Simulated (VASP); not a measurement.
Wanted: the native input for a VASP 6.6.1 run.

| Property | Result |
| --- | --- |
| Task | single point |
| Functional | revPBE |
| Potentials or basis | VASP PAW PBE potentials, release 64 (Li_sv) |
| Cutoff | 520 eV |
| k mesh | 10 × 10 × 10 |
| Occupations | fermi-dirac, width 0.1 eV |
| Spin | no spin polarisation |
| Dipole correction | no |
| Further INCAR settings | ALGO = Normal; EDIFF = 1e-06; NBANDS = 10 |

The structure of Li lies in POSCAR:

```
Li
1.0
    0.0000000000      3.0874204617      3.0874204617
    3.0874204617      0.0000000000      3.0874204617
    3.0874204617      3.0874204617      0.0000000000
Li
2
Direct
    0.1250000000      0.1250000000      0.1250000000
    0.8750000000      0.8750000000      0.8750000000
```

This cell differs from its parent crystal: volume scaled by 1.08.

These files were run (other wordings do the same):

INCAR

```
PREC = Accurate ; ENCUT = 520
EDIFF = 1E-6 ; ISMEAR = -1
SIGMA = 0.1 ; LREAL = False
LASPH = True ; NELM = 60
ALGO = Normal ; ISIF = 2
LWAVE = False ; LCHARG = False
GGA = RE ; NBANDS = 10
```

KPOINTS

```
regular mesh
0
Gamma
  10 10 10
```

Potentials or basis: VASP PAW PBE potentials, release 64 (Li_sv).

Run with:

```console
$ cat potpaw_PBE.64/Li_sv/POTCAR > POTCAR
$ mpirun -np 1 vasp_std > vasp.out
```

It gave:

| Quantity | Value |
| --- | --- |
| Band gap on the k mesh | zero (band 3 reaches 0.40 eV, above the bottom of band 4 at -0.54 eV) |

Run time: 11 s on 1 thread of Intel(R) Xeon(R) Platinum 8259CL CPU @ 2.50GHz (Skylake/Cascade Lake), on a shared host, peak memory 0.16 GiB.
